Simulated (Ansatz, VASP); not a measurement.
One calculation of Cs, two programs

```
CELL_PARAMETERS angstrom
5.15255 0.00000 0.00000
-2.57627 4.46224 0.00000
0.00000 0.00000 8.34712
ATOMIC_POSITIONS crystal
Cs 0.33333 0.66667 0.25000
Cs 0.66667 0.33333 0.75000
```

Alike in both runs: functional LDA; k mesh 9 × 9 × 5; occupations fermi-dirac, width 0.05 eV; no spin polarisation.

Ansatz relaxed the structure, and its values are those at the end. VASP's run is a single point on that final structure, the one shown.

|  | VASP | Ansatz |
| --- | --- | --- |
| version | VASP 6.6.1 | Ansatz 0.2.0 |
| potentials or method | VASP PAW LDA potentials, release 64 (Cs_sv), cutoff 500 eV | all-electron LAPW, scalar-relativistic |

|  | VASP | Ansatz | Ansatz less VASP |
| --- | --- | --- | --- |
| pressure (GPa) | 0.0 | 0.0 | +0.01 |

LDA's correlation is that of Perdew and Zunger in VASP and of Perdew and Wang (1992) in Ansatz. Ansatz ran all-electron here, and VASP with PAW potentials.

Spin-orbit coupling is off throughout.
